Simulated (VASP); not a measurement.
A run of VASP 6.6.1 is set up as follows.

Contents of INCAR:

```
SYSTEM = Ge
PREC = Accurate
ENCUT = 500
EDIFF = 1E-7
ISMEAR = 0
SIGMA = 0.15
LREAL = .FALSE.
LASPH = .TRUE.
NELM = 120
ALGO = Normal
ISIF = 3
LWAVE = .FALSE.
LCHARG = .FALSE.
GGA = PE
IBRION = 2
NSW = 80
EDIFFG = -0.01
GGA_COMPAT = .FALSE.
NELMIN = 4
```

Contents of KPOINTS:

```
regular mesh
0
G
  18 18 16
  0 0 0
```

File POSCAR:

```
Ge
1.0
    1.3971490000     -2.6005160000      0.0000000000
    1.3971490000      2.6005160000      0.0000000000
    0.0000000000      0.0000000000      2.6982310000
Ge
1
Direct
    0.5000000000      0.5000000000      0.0000000000
```

Potentials or basis: VASP PAW PBE potentials, release 64 (Ge_d).

The run is started by

```sh
$ cat potpaw_PBE.64/Ge_d/POTCAR > POTCAR
$ mpirun -np 1 vasp_std > vasp.out
```

Problem. Predict the relaxed cell.

Solution. a = 2.888 Å, b = 2.888 Å, c = 2.696 Å, α = 90.00°, β = 90.00°, γ = 120.59°.

Problem. Predict the band gap on the k mesh.

Solution. Zero (bands 7 and 8 overlap by 10.01 eV).

Problem. Estimate the relaxed volume.

Solution. 19.35 Å³/atom.

The path:
```
step  energy change (eV)  largest force (eV/Å)  pressure (GPa)  volume (Å³)
   1              0.0000                0.0000           -0.69        19.61
   2             -0.0038                0.0000            0.02        19.37
   3             -0.0054                0.0000            0.82        19.13
   4             -0.0067                0.0000            0.02        19.35
   5             -0.0067                0.0000           -0.14        19.39
   6             -0.0067                0.0000           -0.12        19.38
   7             -0.0068                0.0000            0.03        19.35
```
